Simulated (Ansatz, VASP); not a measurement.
## One calculation of Co, two programs

```xyz
4
Lattice="2.4727 0.0000 0.0000 -1.2363 2.1414 0.0000 0.0000 0.0000 8.0811" Properties=species:S:1:pos:R:3 pbc="T T T"
Co    0.0000    0.0000    0.0000
Co    0.0000    1.4276    2.0203
Co    0.0000    0.0000    4.0405
Co    1.2363    0.7138    6.0608
```

Alike in both runs: functional r2SCAN; k mesh 18 × 18 × 6; occupations gaussian, width 0.1 eV; collinear spin.

Ansatz relaxed the structure, and its values are those at the end. VASP's run is a single point on that final structure, the one shown.

|  | VASP | Ansatz |
| --- | --- | --- |
| version | VASP 6.6.1 | Ansatz 0.2.0 |
| potentials or method | VASP PAW PBE potentials, release 64 (Co), cutoff 520 eV | scalar-relativistic, plane waves, PAW |
| valence electrons in the cell | 36 | 68 |

Ansatz gave:

| Quantity | Value |
| --- | --- |
| gap on the k mesh at the Fermi level (eV) | none |
| pressure (GPa) | 0.0 |
| net moment per atom (μB) | 1.79 |
| size of the moment on the site where the two differ most (μB) | 1.93 |

Task: Which values does VASP return?

Result: gap on the k mesh at the Fermi level (eV): none; pressure (GPa): 0.0; net moment per atom (μB): 1.79; size of the moment on the site where the two differ most (μB): 1.86.

VASP's potentials were made for PBE, not for r2SCAN. Site moments also hang on the region over which each program counts them. A gap of «none» marks a metal or a gap that the smearing closes. VASP's potentials hold 36 valence electrons a cell and Ansatz's 68, so a difference there can come from the potentials and not from the codes.
